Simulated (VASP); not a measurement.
Write the native input for VASP 6.6.1 that does the following.

| Item | Value |
| --- | --- |
| Task | single point |
| Functional | PBE |
| Potentials or basis | VASP PAW PBE potentials, release 64 (Sn_d, O) |
| Cutoff | 520 eV |
| k mesh | 14 × 14 × 14 |
| Occupations | gaussian, width 0.1 eV |
| Spin | no spin polarisation |
| Dipole correction | no |
| Further INCAR settings | ALGO = Normal; EDIFF = 1e-06; NBANDS = 20 |

The structure of SnO2 lies in POSCAR:

```
SnO2
1.0
    0.0000000000      2.5201700745      2.5201700745
    2.5201700745      0.0000000000      2.5201700745
    2.5201700745      2.5201700745      0.0000000000
Sn O
1 2
Direct
    0.0000000000      0.0000000000      0.0000000000
    0.2500000000      0.2500000000      0.2500000000
    0.7500000000      0.7500000000      0.7500000000
```

This cell differs from its parent crystal: strained.

These files were run (other wordings do the same):

INCAR

```
SYSTEM = SnO2
ALGO = Normal
EDIFF = 1E-6
ENCUT = 520
GGA = PE
ISIF = 2
ISMEAR = 0
LASPH = .True.
LCHARG = .True.
LELF = .True.
LREAL = .False.
LVHAR = .True.
LWAVE = .False.
NBANDS = 20
NELM = 100
PREC = Accurate
SIGMA = 0.1
```

KPOINTS

```
k-points
0
Gamma
  14 14 14
  0 0 0
```

Potentials or basis: VASP PAW PBE potentials, release 64 (Sn_d, O).

Launch:

```sh
$ cat potpaw_PBE.64/Sn_d/POTCAR potpaw_PBE.64/O/POTCAR > POTCAR
$ mpirun -np 1 vasp_std > vasp.out
```

It gave:

```
Pressure               : 13.9 GPa
Band gap on the k mesh : 0.44 eV (least direct gap 1.87 eV)
```

Caveat: the cell differs from its parent crystal (strained); the cell stands under pressure; spin-orbit coupling is left out, which moves the levels of the heavy elements.

It took 41 s on 1 thread of Intel(R) Xeon(R) Platinum 8488C (Sapphire Rapids), on a shared host, peak memory 0.2 GiB.
